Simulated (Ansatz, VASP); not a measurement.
# One calculation of Zn, two programs

The input INCAR:

```
SYSTEM = Zn
PREC = Accurate ; ENCUT = 520
EDIFF = 1E-6 ; ISMEAR = 0
SIGMA = 0.1 ; LREAL = .False.
LASPH = .True. ; NELM = 100
ALGO = Normal ; ISIF = 2
LWAVE = .False. ; LCHARG = .True.
GGA = PE ; LELF = .True.
LVHAR = .True. ; NBANDS = 19
```

The input KPOINTS:

```
Automatic mesh
0
Gamma
  9 9 4
  0 0 0
```

File POSCAR:

```
Zn
1.0
    2.6700000000      0.0000000000      0.0000000000
   -1.3350000000      2.3122878281      0.0000000000
    0.0000000000      0.0000000000      4.9660000000
Zn
2
Direct
    0.3333333333      0.6666666667      0.2500000000
    0.6666666667      0.3333333333      0.7500000000
```

Input for Ansatz:

```yaml
crystal:
  lattice:
    - [2.67, 0.0, 0.0]
    - [-1.335, 2.3122878281, 0.0]
    - [0.0, 0.0, 4.966]
  atoms:
    - { symbol: Zn, position: [0.3333333333, 0.6666666667, 0.25] }
    - { symbol: Zn, position: [0.6666666667, 0.3333333333, 0.75] }
basis:
  ecutwfc: 420
kpoints:
  mp_grid: { grid: [9, 9, 4] }
hamiltonian:
  xc: pbe
scf:
  occupations: { method: gaussian, width: 0.1 }
output:
  forces: true
  stress: true
  eigenvalues: true
```

Alike in both runs: task single point; functional PBE; k mesh 9 × 9 × 4; occupations gaussian, width 0.1 eV; no spin polarisation.

```csv
,VASP,Ansatz
version,VASP 6.6.1,Ansatz 0.2.0
potentials or method,"VASP PAW PBE potentials, release 64 (Zn), cutoff 520 eV","scalar-relativistic, plane waves, PAW"
valence electrons in the cell,24,24
```

Ansatz gave:

```
gap on the k mesh at the Fermi level (eV)                     : none
pressure (GPa)                                                : -0.8
traceless stress, the component that is largest in VASP (GPa) : -0.26
```

Task: Which values does VASP return?

Result: gap on the k mesh at the Fermi level (eV): none; pressure (GPa): -0.5; traceless stress, the component that is largest in VASP (GPa): -0.49.

A gap of «none» marks a metal or a gap that the smearing closes. With one functional, cell and mesh, what is left measures potentials, basis and numerics.
